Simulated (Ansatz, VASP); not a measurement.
**C in VASP and in Ansatz**

```
C
1.0
     2.45888    0.00000    0.00000
    -1.22944    2.12945    0.00000
     0.00000    0.00000    7.30703
C
4
Direct
  0.00000 0.00000 0.25000
  0.00000 0.00000 0.75000
  0.33333 0.66667 0.25000
  0.66667 0.33333 0.75000
```

Alike in both runs: functional PBEsol; k mesh 21 × 21 × 6; occupations gaussian, width 0.1 eV; no spin polarisation.

Ansatz relaxed the structure, and its values are those at the end. VASP's run is a single point on that final structure, the one shown.

```csv
,VASP,Ansatz
version,VASP 6.6.1,Ansatz 0.2.0
potentials or method,"VASP PAW PBE potentials, release 64 (C), cutoff 520 eV","scalar-relativistic, plane waves, PAW"
valence electrons in the cell,16,16
```

Ansatz gave:

```
gap on the k mesh at the Fermi level (eV) : none
pressure (GPa)                            : 0.0
```

Q: Which values does VASP return?

A: gap on the k mesh at the Fermi level (eV): none; pressure (GPa): 0.6.

VASP's potentials were made for PBE, not for PBEsol. A gap of «none» marks a metal or a gap that the smearing closes. With one functional, cell and mesh, what is left measures potentials, basis and numerics.
